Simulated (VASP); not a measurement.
A run of VASP 6.6.1 is set up as follows.

INCAR

```
PREC     = Accurate       # precision mode
ENCUT    = 520            # plane-wave cutoff, eV
EDIFF    = 1E-6           # SCF threshold, eV
ISMEAR   = -1             # smearing method
SIGMA    = 0.05           # smearing width, eV
LREAL    = F              # projectors in reciprocal space
LASPH    = T              # aspherical terms in the spheres
NELM     = 60             # most SCF steps
ALGO     = Normal         # electronic algorithm
ISIF     = 2              # what is computed and relaxed
LWAVE    = F              # write WAVECAR
LCHARG   = F              # write CHGCAR
GGA      = PS             # functional
NBANDS   = 36             # bands
```

The input KPOINTS:

```
regular mesh
0
Gamma
  6 6 2
```

File POSCAR:

```
Ge
1.0
    4.0504050000      0.0000000000      0.0000000000
   -2.0252020000      3.5077530000      0.0000000000
    0.0000000000      0.0000000000     10.9933590000
Ge
4
Direct
    0.0000000000      0.0000000000      0.9865484008
    0.0000000000      0.0000000000      0.4774520000
    0.3333333333      0.6666666667      0.9148480000
    0.6666666667      0.3333333333      0.4148480000
```

Potentials or basis: VASP PAW PBE potentials, release 64 (Ge_d).

Command:

```sh
$ cat potpaw_PBE.64/Ge_d/POTCAR > POTCAR
$ mpirun -np 1 vasp_std > vasp.out
```

Q: What does it give for the largest force?

A: 0.577 eV/Å.

Q: Predict the band gap on the k mesh.

A: Zero (filled and empty bands touch).

Q: What does it give for the pressure?

A: -1.9 GPa.

Stress tensor (GPa, compression positive):
```
-2.30  0.00  0.00
 0.00 -2.30  0.00
 0.00  0.00 -1.05
```

Caveat: the PAW data sets were made with another functional, which shifts forces and pressure a little.
